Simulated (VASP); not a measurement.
# Ga2AsN (R-3m) in VASP: relaxation of cell and atoms with PBE

Aim: the relaxation of cell and atoms of Ga2AsN with PBE.

Everything below comes from runs of VASP 6.6.1. Logs are shortened: lines on timing, memory, paths and dates and some standing lists are left out, and cuts for length are marked.

### Step 1. The cell of the first run

It takes space group R-3m (No. 166, trigonal). The conventional cell has a = 3.693 Å, b = 3.693 Å, c = 18.094 Å, α = 90.00°, β = 90.00°, γ = 120.00°. Within 3.4 Å of Ga (site symmetry 3m) lie 3 N at 2.61 Å and 3 As at 2.61 Å. Within 3.4 Å of As (site symmetry -3m) lie 6 Ga at 2.61 Å. Within 3.4 Å of N (site symmetry -3m) lie 6 Ga at 2.61 Å.

### Step 2. Relaxation of cell and atoms, PBE

The input, INCAR:

```
SYSTEM = Ga2AsN
PREC = Accurate
ENCUT = 600
EDIFF = 1E-6
ISMEAR = 0
SIGMA = 0.1
LREAL = .False.
LASPH = .True.
NELM = 60
ALGO = Normal
ISIF = 3
LWAVE = .False.
LCHARG = .False.
GGA = PE
IBRION = 2
NSW = 90
EDIFFG = -0.04
```

The input, KPOINTS:

```
Automatic mesh
0
Gamma
  6 6 6
  0 0 0
```

The input, POSCAR:

```
Ga2AsN
1.0
    1.8467184000      1.0662033600      6.0313570300
   -1.8467184000      1.0662033600      6.0313570300
    0.0000000000     -2.1324067300      6.0313570300
Ga As N
2 1 1
Direct
    0.7500000000      0.7500000000      0.7500000000
    0.2500000000      0.2500000000      0.2500000000
    0.0000000000      0.0000000000      0.0000000000
    0.5000000000      0.5000000000      0.5000000000
```

Potentials or basis: VASP PAW PBE potentials, release 64 (Ga_d, As, N).

Launch:

```bash
$ cat potpaw_PBE.64/Ga_d/POTCAR potpaw_PBE.64/As/POTCAR potpaw_PBE.64/N/POTCAR > POTCAR
$ mpirun -np 1 vasp_std > vasp.out
```

OUTCAR:

```text
SYSTEM = Ga2AsN
   PREC = Accurate
   ENCUT = 600
   EDIFF = 1E-6
   ISMEAR = 0
   LREAL = .False.
   LASPH = .True.
   NELM = 60
   ISIF = 3
   GGA = PE
   IBRION = 2
   NSW = 90
   EDIFFG = -0.04

 ion  position               nearest neighbor table
   1  0.750  0.750  0.750-   3 2.61   3 2.61   3 2.61
   2  0.250  0.250  0.250-   3 2.61   3 2.61   3 2.61
   3  0.000  0.000  0.000-   1 2.61   2 2.61   1 2.61   1 2.61   2 2.61   2 2.61
   4  0.500  0.500  0.500-

  LATTYP: Found a trigonal (rhomboedric) cell.
 ALAT       =     6.3972201836
 COS(alpha) =     0.8333333334

  Lattice vectors:

 A1 = (   1.8467184000,   1.0662033600,   6.0313570300)
 A2 = (  -1.8467184000,   1.0662033600,   6.0313570300)
 A3 = (   0.0000000000,  -2.1324067300,   6.0313570300)

Analysis of symmetry for initial positions (statically):
=====================================================================
 Subroutine PRICEL returns:
 Original cell was already a primitive cell.

 Routine SETGRP: Setting up the symmetry group for a
 trigonal (rhombohedral) supercell.

 Subroutine GETGRP returns: Found 12 space group operations
 (whereof 12 operations were pure point group operations)
 out of a pool of 12 trial point group operations.

The static configuration has the point symmetry D_3d.

Analysis of symmetry for dynamics (positions and initial velocities):
=====================================================================
 Subroutine PRICEL returns:
 Original cell was already a primitive cell.

 Routine SETGRP: Setting up the symmetry group for a
 trigonal (rhombohedral) supercell.

 Subroutine GETGRP returns: Found 12 space group operations
 (whereof 12 operations were pure point group operations)
 out of a pool of 12 trial point group operations.

The dynamic configuration has the point symmetry D_3d.

 Subroutine INISYM returns: Found 12 space group operations
 (whereof 12 operations are pure point group operations),
 and found     1 'primitive' translations

----------------------------------------------------------------------------------------

                                     Primitive cell

  volume of cell :      71.2536

  direct lattice vectors                    reciprocal lattice vectors
     1.846718400  1.066203360  6.031357030     0.270750538  0.156317896  0.055266722
    -1.846718400  1.066203360  6.031357030    -0.270750538  0.156317896  0.055266722
     0.000000000 -2.132406730  6.031357030     0.000000000 -0.312635792  0.055266722

  length of vectors
     6.397220184  6.397220184  6.397220184     0.317483148  0.317483148  0.317483148
[... 110 lines left out ...]
   GGA     = PE    functional components
   LHFCALC =     F    Hartree Fock is set to
   AEXX    =    0.0000 exact exchange contribution
   IVDW    =     0    specifies the selected vdW correction
   LEPSILON=     F    determine dielectric tensor
   LRPA    =     F    only Hartree local field effects (RPA)
 conjugate gradient relaxation of ions
 non-spin polarized calculation
 Gauss-broadening in eV      SIGMA  =   0.10
  energy-cutoff  :      600.00
  volume of cell :       71.25
 maximum number of plane-waves:      2437
 NGX is ok and might be reduce to    54
   NGX = 25   NGY = 25   NGZ = 25

--------------------------------------- Ionic step        1  -------------------------------------------

 number of electron      36.0000002 magnetization

 Free energy of the ion-electron system (eV)
  ---------------------------------------------------
  ext. energy  EPLUGINS =         0.00000000
  ---------------------------------------------------
  free energy    TOTEN  =       -16.24986075 eV

  energy without entropy =      -16.23589982  energy(sigma->0) =      -16.24288028

------------------------ aborting loop because EDIFF is reached ----------------------------------------

  FORCE on cell =-STRESS in cart. coord.  units (eV):
  Direction    XX          YY          ZZ          XY          YZ          ZX
  --------------------------------------------------------------------------------------
  -------------------------------------------------------------------------------------
  Total       -4.3273965     -4.3273965     -4.5985343      0.0000000      0.0000000      0.0000000
  in kB      -97.3039036    -97.3039033   -103.4005864      0.0000000      0.0000001      0.0000000
  external PRESSURE =     -99.3361311 kB  Pullay stress =       0.0000000 kB
[... 95 lines left out ...]
  FREE ENERGIE OF THE ION-ELECTRON SYSTEM (eV)
  ---------------------------------------------------
  free  energy   TOTEN  =       -17.3752341945 eV

  energy  without entropy=      -17.3685206180  energy(sigma->0) =      -17.37187741

[... ionic steps 4 to 11 ...]

--------------------------------------- Ionic step       12  -------------------------------------------

 number of electron      35.9999997 magnetization

------------------------ aborting loop because EDIFF is reached ----------------------------------------
[... 71 lines left out ...]
--------------------------------------- Ionic step       14  -------------------------------------------

 number of electron      36.0000003 magnetization

 Free energy of the ion-electron system (eV)
  ---------------------------------------------------
  ext. energy  EPLUGINS =         0.00000000
  ---------------------------------------------------
  free energy    TOTEN  =       -17.93373583 eV

  energy without entropy =      -17.92904911  energy(sigma->0) =      -17.93139247

 E-fermi :   6.8850     XC(G=0): -11.4487

 val. band max:        6.8299409395   @ k =   0.3333   0.3333   0.3333
 cond. band min:       6.8990851729   @ k =  -0.1667   0.1667   0.1667
 fundamental gap:      0.0691442333
 Fermi energy:         6.8849752754

 k-point     1 :       0.0000    0.0000    0.0000
  band No.  band energies     occupation
      1      -9.4940      2.00000
      2      -8.4698      2.00000
      3      -8.4698      2.00000
      4      -8.4493      2.00000
      5      -8.4094      2.00000
      6      -8.4094      2.00000
[... 589 lines left out ...]
     21      10.2277      0.00000
     22      11.7904      0.00000

 [... further k-points ...]

------------------------ aborting loop because EDIFF is reached ----------------------------------------

  FORCE on cell =-STRESS in cart. coord.  units (eV):
  Direction    XX          YY          ZZ          XY          YZ          ZX
  --------------------------------------------------------------------------------------
  -------------------------------------------------------------------------------------
  Total       -0.1342867     -0.1342867     -0.1493523      0.0000000      0.0000000      0.0000000
  in kB       -3.6647965     -3.6647965     -4.0759478      0.0000000      0.0000000      0.0000000
  external PRESSURE =      -3.8018469 kB  Pullay stress =       0.0000000 kB
[... 19 lines left out ...]
  FREE ENERGIE OF THE ION-ELECTRON SYSTEM (eV)
  ---------------------------------------------------
  free  energy   TOTEN  =       -17.9337358318 eV

  energy  without entropy=      -17.9290491095  energy(sigma->0) =      -17.93139247

 reached required accuracy - stopping structural energy minimisation
```

OSZICAR:

```text
N       E                     dE             d eps       ncg     rms          rms(c)
DAV:   1     0.256590288086E+03    0.25659E+03   -0.19741E+04  1408   0.281E+03
DAV:   2     0.144249042323E+02   -0.24217E+03   -0.23690E+03  1518   0.528E+02
DAV:   3    -0.166392245690E+02   -0.31064E+02   -0.30159E+02  1714   0.140E+02
DAV:   4    -0.180924188167E+02   -0.14532E+01   -0.14294E+01  1756   0.294E+01
[... 132 lines left out ...]
DAV:   3    -0.179341145599E+02    0.26515E-02   -0.44176E-03  2058   0.131E+00    0.950E-02
DAV:   4    -0.179338056014E+02    0.30896E-03   -0.75526E-04  1984   0.241E-01    0.317E-02
DAV:   5    -0.179337506168E+02    0.54985E-04   -0.56732E-05  1742   0.101E-01    0.175E-02
DAV:   6    -0.179337359125E+02    0.14704E-04   -0.17085E-05  1884   0.479E-02    0.405E-03
DAV:   7    -0.179337358318E+02    0.80613E-07   -0.14034E-06  1084   0.156E-02
  14 F= -.17933736E+02 E0= -.17931392E+02  d E =-.189466E-03
```

Wall time 27 min (1 thread of AMD EPYC 7R43 (Zen 3), shared host); peak memory 0.43 GiB.

Results:

| Quantity | Value |
| --- | --- |
| Free energy | -17.9337 eV |
| Relaxed volume | 14.68 Å³/atom |
| Relaxed cell | a = 6.535 Å, b = 6.535 Å, c = 6.535 Å, α = 29.18°, β = 29.18°, γ = 29.18° |
| Space group after relaxing (to 0.1 Å) | R-3m (No. 166) |
| Energy gained by relaxing | 421.0 meV/atom |
| Ionic steps | 14 |
| Pressure after relaxing | -0.4 GPa |
| Largest force after relaxing | 0.006 eV/Å |
| Band gap on the k mesh | zero (bands 18 and 19 overlap by 3.04 eV) |

Forces in eV/Å, atoms in the order of the input:
```
Ga   0.000  0.000  0.006
Ga   0.000  0.000 -0.006
As   0.000  0.000  0.000
N    0.000  0.000  0.000
```

The path:
```csv
step,energy change (eV),largest force (eV/Å),pressure (GPa),volume (Å³)
1,0.0000,2.2639,-9.93,71.25
2,-0.9611,2.3865,-1.90,60.46
3,-1.1254,1.8920,9.55,54.32
4,-1.3671,0.9044,11.42,53.53
5,-1.3987,0.1893,10.45,53.73
6,-1.5961,0.0800,-2.33,59.62
7,-1.5972,0.0507,-1.56,59.15
8,-1.6414,0.1499,-0.93,58.80
9,-1.6731,0.2696,-0.02,58.27
10,-1.6746,0.3199,0.34,58.05
11,-1.6751,0.3016,0.21,58.12
12,-1.6822,0.1250,0.31,58.24
13,-1.6837,0.0003,0.40,58.31
14,-1.6839,0.0062,-0.38,58.71
```

Final structure:
```
CELL_PARAMETERS angstrom
1.64639 0.95054 6.25229
-1.64639 0.95054 6.25229
0.00000 -1.90108 6.25229
ATOMIC_POSITIONS crystal
Ga 0.76943 0.76943 0.76943
Ga 0.23057 0.23057 0.23057
As 0.00000 0.00000 0.00000
N 0.50000 0.50000 0.50000
```

Caveat: the volume moved by over 15 % at a fixed basis, so the end points are rough.
